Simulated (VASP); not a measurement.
Input of a VASP 6.6.1 run:

File INCAR:

```
SYSTEM = SrTiO3
PREC     = Accurate       ! precision mode
ENCUT    = 520            ! plane-wave cutoff, eV
EDIFF    = 1E-6           ! SCF threshold, eV
ISMEAR   = 0              ! smearing method
SIGMA    = 0.05           ! smearing width, eV
LREAL    = .False.        ! projectors in reciprocal space
LASPH    = .True.         ! aspherical terms in the spheres
NELM     = 60             ! most SCF steps
ALGO     = Normal         ! electronic algorithm
ISIF     = 2              ! what is computed and relaxed
LWAVE    = .False.        ! write WAVECAR
LCHARG   = .False.        ! write CHGCAR
GGA      = PE             ! functional
NBANDS   = 51             ! bands
```

Contents of KPOINTS:

```
Automatic mesh
0
Gamma
  8 8 8
  0 0 0
```

POSCAR

```
SrTiO3
1.0
   -2.7777137596      2.8332680348      3.9464442078
    2.7777137596     -2.8332680348      3.9464442078
    2.7777137596      2.8332680348     -3.9464442078
Sr Ti O
2 2 6
Direct
    0.7500000000      0.2500000000      0.5000000000
    0.2500000000      0.7500000000      0.5000000000
    0.0000000000      0.0000000000      0.0000000000
    0.5000000000      0.5000000000      0.0000000000
    0.2500000000      0.2500000000      0.0000000000
    0.7500000000      0.7500000000      0.0000000000
    0.7281949606      0.2281949606      0.9563899212
    0.2281949606      0.2718050394      0.5000000000
    0.2718050394      0.7718050394      0.0436100788
    0.7718050394      0.7281949606      0.5000000000
```

Potentials or basis: VASP PAW PBE potentials, release 64 (Sr_sv, Ti_sv, O).

Run with:

```bash
$ cat potpaw_PBE.64/Sr_sv/POTCAR potpaw_PBE.64/Ti_sv/POTCAR potpaw_PBE.64/O/POTCAR > POTCAR
$ mpirun -np 1 vasp_std > vasp.out
```

(1) What does it give for the largest force?

(2) Predict the pressure.

(3) Predict the band gap on the k mesh.

## Answers

(1) 0.027 eV/Å.

(2) -2.6 GPa.

(3) 1.82 eV.

Caveat: the cell differs from its parent crystal (strain +0.0200 x Voigt [0, 1, 0, 0, 0, 0]).
